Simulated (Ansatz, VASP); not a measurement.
BiTe in VASP and in Ansatz

```
Bi Te
1.0
     0.04852    3.23500    3.23500
     3.23500    0.04852    3.23500
     3.28353    3.28353    0.00000
Bi Te
1 1
Direct
  0.00000 0.00000 0.00000
  0.50000 0.50000 0.50000
```

Change from the starting cell: xy shear strain of +3 %.

Alike in both runs: task single point; functional PBE; k mesh 10 × 10 × 10; occupations fermi-dirac, width 0.08 eV; no spin polarisation.

```csv
,VASP,Ansatz
version,VASP 6.6.1,Ansatz 0.2.0
potentials or method,"VASP PAW PBE potentials, release 64 (Bi_d, Te), cutoff 520 eV","all-electron LAPW, scalar-relativistic"
```

|  | VASP | Ansatz | Ansatz less VASP |
| --- | --- | --- | --- |
| pressure (GPa) | 0.7 | 0.8 | +0.09 |

Ansatz ran all-electron here, and VASP with PAW potentials.

Neither program's run includes spin-orbit coupling.
